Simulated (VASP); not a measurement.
# BaTiO3 (P4/mmm) in VASP: notebook, part 2 of 2

VASP 6.6.1. Earlier steps stand in the parts before.

### Step 5. Single point, r2SCAN

This run uses another cell than the first one, of the same volume but with other edges.

The input, POSCAR:

```
BaTiO3
1.0
    4.6107011264      0.0000000000      0.0000000000
    0.0000000000      4.6107011264      0.0000000000
    0.0000000000      0.0000000000      2.9970564486
Ba Ti O
1 1 3
Direct
    0.0000000000      0.0000000000      0.0000000000
    0.5000000000      0.5000000000      0.5000000000
    0.5000000000      0.5000000000      0.0000000000
    0.5000000000      0.0000000000      0.5000000000
    0.0000000000      0.5000000000      0.5000000000
```

The input, INCAR.step1:

```
SYSTEM = BaTiO3
PREC = Accurate
ENCUT = 520
ISMEAR = 0
SIGMA = 0.05
LREAL = .False.
LASPH = .True.
NELM = 100
NBANDS = 28
GGA = PE
ALGO = Normal
EDIFF = 1E-4
LWAVE = .True.
LCHARG = .False.
```

The input, INCAR.step2:

```
SYSTEM = BaTiO3
PREC = Accurate
ENCUT = 520
EDIFF = 1E-7
ISMEAR = 0
SIGMA = 0.05
LREAL = .False.
LASPH = .True.
NELM = 100
ALGO = Normal
ISIF = 2
LWAVE = .False.
LCHARG = .False.
METAGGA = R2SCAN
LMIXTAU = .True.
NBANDS = 28
ISTART = 1
```

The input, KPOINTS:

```
Automatic mesh
0
Gamma
  8 8 8
  0 0 0
```

The run is started by

```bash
cat potpaw_PBE.64/Ba_sv/POTCAR potpaw_PBE.64/Ti_sv/POTCAR potpaw_PBE.64/O/POTCAR > POTCAR
cp INCAR.step1 INCAR
mpirun -np 1 vasp_std > vasp.out
cp INCAR.step2 INCAR
mpirun -np 1 vasp_std > vasp.out
```

It took 6.1 min on 1 thread of Intel Xeon 8259CL, shared host; peak memory 0.28 GiB.

Results (log left out):

```yaml
Free_energy: -64.8125 eV
Pressure: 56.0 GPa
Band_gap_on_the_k_mesh: 0.30 eV
```

Stress tensor (GPa, compression positive):
```
-17.80   0.00   0.00
  0.00 -17.80   0.00
  0.00   0.00 203.71
```

Levels at points of the mesh, in eV from the valence-band top:
| k point | band 16 | band 17 | band 18 | band 19 | band 20 | band 21 | band 22 | band 23 | band 24 | band 25 |
| --- | --- | --- | --- | --- | --- | --- | --- | --- | --- | --- |
| (0.00, 0.00, 0.00) | -1.26 | -1.26 | -0.95 | -0.77 | 0.00 | 0.30 | 1.12 | 1.12 | 1.96 | 2.08 |
| (0.50, 0.00, 0.00) | -2.16 | -1.62 | -1.17 | -1.14 | -0.13 | 1.14 | 1.65 | 1.73 | 2.24 | 3.25 |
| (0.50, 0.50, 0.00) | -3.62 | -2.41 | -1.44 | -1.44 | -0.25 | 1.72 | 1.72 | 1.96 | 3.65 | 4.40 |
| (0.00, 0.00, 0.50) | -3.89 | -3.25 | -3.11 | -2.02 | -2.02 | 1.19 | 2.17 | 5.95 | 6.62 | 6.91 |
| (0.50, 0.00, 0.50) | -3.75 | -2.55 | -2.55 | -1.96 | -1.74 | 1.93 | 2.76 | 4.83 | 6.90 | 6.90 |
| (0.50, 0.50, 0.50) | -3.40 | -2.24 | -1.70 | -1.58 | -1.58 | 2.40 | 4.09 | 4.09 | 4.46 | 5.13 |

Caveat: atoms lie so close that the PAW spheres overlap strongly, which falsifies energies and pressures; the cell stands under pressure; the PAW data sets were made with another functional, which shifts forces and pressure a little; spin-orbit coupling is left out, which moves the levels of the heavy elements. A k mesh can miss the band edges.

### Step 6. Single point, r2SCAN

This run uses another cell than the first one, of the same volume but with other edges.

Changes to POSCAR since step 5:

```diff
@@ -2,5 +2,5 @@
 1.0
-    4.6107011264      0.0000000000      0.0000000000
-    0.0000000000      4.6107011264      0.0000000000
-    0.0000000000      0.0000000000      2.9970564486
+    3.4890538356      0.0000000000      0.0000000000
+    0.0000000000      3.4890538356      0.0000000000
+    0.0000000000      0.0000000000      5.2337566344
 Ba Ti O
```

The input, INCAR.step1:

```
SYSTEM = BaTiO3
PREC = Accurate
ENCUT = 520
ISMEAR = 0
SIGMA = 0.05
LREAL = .FALSE.
LASPH = .TRUE.
NELM = 100
NBANDS = 28
GGA = PE
ALGO = Normal
EDIFF = 1E-4
LWAVE = .TRUE.
LCHARG = .FALSE.
```

The input, INCAR.step2:

```
SYSTEM = BaTiO3
PREC = Accurate
ENCUT = 520
EDIFF = 1E-6
ISMEAR = 0
SIGMA = 0.05
LREAL = .FALSE.
LASPH = .TRUE.
NELM = 100
ALGO = Normal
ISIF = 2
LWAVE = .FALSE.
LCHARG = .FALSE.
METAGGA = R2SCAN
LMIXTAU = .TRUE.
NBANDS = 28
ISTART = 1
```

The input, KPOINTS:

```
regular mesh
0
G
  8 8 8
  0 0 0
```

Potentials or basis: VASP PAW PBE potentials, release 64 (Ba_sv, Ti_sv, O).

The run is started by

```bash
cat potpaw_PBE.64/Ba_sv/POTCAR potpaw_PBE.64/Ti_sv/POTCAR potpaw_PBE.64/O/POTCAR > POTCAR
cp INCAR.step1 INCAR
mpirun -np 1 vasp_std > vasp.out
cp INCAR.step2 INCAR
mpirun -np 1 vasp_std > vasp.out
```

Wall time 8.1 min (1 thread of Intel Xeon 8259CL, shared host); peak memory 0.28 GiB.

The run converged. Its results:

- Free energy: -69.7984 eV
- Pressure: 44.2 GPa
- Band gap on the k mesh: 1.14 eV (least direct gap 1.92 eV)

Stress tensor (GPa, compression positive):
```
 74.13   0.00   0.00
  0.00  74.13   0.00
  0.00   0.00 -15.60
```

Levels at points of the mesh, in eV from the valence-band top:
| k point | band 17 | band 18 | band 19 | band 20 | band 21 | band 22 | band 23 | band 24 |
| --- | --- | --- | --- | --- | --- | --- | --- | --- |
| (0.00, 0.00, 0.00) | -1.42 | -1.42 | -0.78 | -0.78 | 1.14 | 1.14 | 1.16 | 1.63 |
| (0.50, 0.00, 0.00) | -3.21 | -3.00 | -2.16 | -2.01 | 1.38 | 1.86 | 4.47 | 4.64 |
| (0.50, 0.50, 0.00) | -2.65 | -0.49 | 0.00 | 0.00 | 2.43 | 4.49 | 4.49 | 5.39 |
| (0.00, 0.00, 0.50) | -1.37 | -1.37 | -0.91 | -0.91 | 1.50 | 1.50 | 1.64 | 3.19 |
| (0.50, 0.00, 0.50) | -3.20 | -3.20 | -2.75 | -2.28 | 1.60 | 3.44 | 4.46 | 4.64 |
| (0.50, 0.50, 0.50) | -3.28 | -0.49 | 0.00 | 0.00 | 4.20 | 4.20 | 4.22 | 4.52 |

Caveat: the cell stands under pressure; the PAW data sets were made with another functional, which shifts forces and pressure a little; spin-orbit coupling is left out, which moves the levels of the heavy elements.

### Step 7. The runs side by side

```csv
cell,gap on the mesh (eV),pressure (GPa)
"a = 3.660, b = 3.660, c = 4.758 Å, 5 atoms",1.60,19.6
"a = 4.107, b = 4.107, c = 3.778 Å, 5 atoms",1.97,4.0
"a = 3.869, b = 3.869, c = 4.256 Å, 5 atoms",1.97,4.2
"a = 4.611, b = 4.611, c = 2.997 Å, 5 atoms",0.30,56.0
"a = 3.489, b = 3.489, c = 5.234 Å, 5 atoms",1.14,44.2
```

Alike in all rows: task single point; level r2SCAN; potentials or basis VASP PAW PBE potentials, release 64 (Ba_sv, Ti_sv, O); no spin polarisation; k mesh 8 × 8 × 8; cutoff (eV) 520; smearing gaussian 0.05 eV.

Caveats: the cell stands under pressure; the PAW data sets were made with another functional, which shifts forces and pressure a little; spin-orbit coupling is left out, which moves the levels of the heavy elements; atoms lie so close that the PAW spheres overlap strongly, which falsifies energies and pressures (at least some runs).

Total energies depend on the potentials used, so only differences within one code and one set of settings carry meaning.
